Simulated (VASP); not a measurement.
Al:

```
Al
1.0
     0.00000    2.02481    2.02481
     2.02481    0.00000    2.02481
     2.02481    2.02481    0.00000
Al
1
Cartesian
  0.0000 0.0000 0.0000
```

| Property | Result |
| --- | --- |
| Program | VASP 6.6.1 |
| Task | relaxation of cell and atoms |
| Functional | PBEsol |
| Potentials or basis | VASP PAW PBE potentials, release 64 (Al) |
| Cutoff | 500 eV |
| k mesh | 7 × 7 × 7 |
| Occupations | gaussian, width 0.05 eV |
| Spin | no spin polarisation |

At the start: pressure -2.6 GPa; volume 16.60 Å³/atom.

How do energy, volume and symmetry change on relaxing?

Over 3 steps the energy falls by 4.5 meV/atom and the volume is 16.07 Å³/atom (-3.2 %); space group Fm-3m (No. 225, to 0.1 Å) before and after.

The path:
```csv
step,energy change (eV),largest force (eV/Å),pressure (GPa),volume (Å³)
1,0.0000,0.0000,-2.59,16.60
2,-0.0043,0.0000,0.60,15.97
3,-0.0045,0.0000,0.01,16.07
```

Final structure:
```cif
data_structure
_symmetry_space_group_name_H-M 'P 1'
_symmetry_Int_Tables_number 1
_cell_length_a 2.8326
_cell_length_b 2.8326
_cell_length_c 2.8326
_cell_angle_alpha 60.000
_cell_angle_beta 60.000
_cell_angle_gamma 60.000
_cell_volume 16.07
loop_
_atom_site_label
_atom_site_type_symbol
_atom_site_fract_x
_atom_site_fract_y
_atom_site_fract_z
_atom_site_occupancy
Al1 Al 0.00000 0.00000 0.00000 1
```

Caveat: the k points lie up to 0.39 Å⁻¹ apart in the final cell, too coarse for converged energies and pressures of a metal; the PAW data sets were made with another functional, which shifts forces and pressure a little.
